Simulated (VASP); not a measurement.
Input of a VASP 6.6.1 run:

Contents of INCAR:

```
SYSTEM = BN
ALGO = Normal
EDIFF = 1E-6
ENCUT = 520
GGA = PS
ISIF = 2
ISMEAR = 0
LASPH = .True.
LCHARG = .False.
LREAL = .False.
LWAVE = .False.
NBANDS = 16
NELM = 80
PREC = Accurate
SIGMA = 0.05
```

Contents of KPOINTS:

```
k-points
0
Gamma
  12 12 4
  0 0 0
```

The input POSCAR:

```
BN
1.0
    2.5238439018      0.0000000000      0.0000000000
   -1.2619219509      2.1857129342      0.0000000000
    0.0000000000      0.0000000000      6.7565825096
B N
2 2
Direct
    0.3333333333      0.6666666667      0.2500000000
    0.6666666667      0.3333333333      0.7500000000
    0.3333333333      0.6666666667      0.7500000000
    0.6666666667      0.3333333333      0.2500000000
```

Potentials or basis: VASP PAW PBE potentials, release 64 (B, N).

The run is started by

```console
$ cat potpaw_PBE.64/B/POTCAR potpaw_PBE.64/N/POTCAR > POTCAR
$ mpirun -np 1 vasp_std > vasp.out
```

Q: Estimate the pressure.

A: -4.8 GPa.

Q: Predict the band gap on the k mesh.

A: 4.16 eV, indirect (least direct gap 4.53 eV).

Stress tensor (GPa, compression positive):
```
-7.42  0.00  0.00
 0.00 -7.42  0.00
 0.00  0.00  0.39
```

Caveat: the PAW data sets were made with another functional, which shifts forces and pressure a little; this functional lacks dispersion, which binds the layers, so the pressure and a relaxed spacing across them are unreliable. A k mesh can miss the band edges.
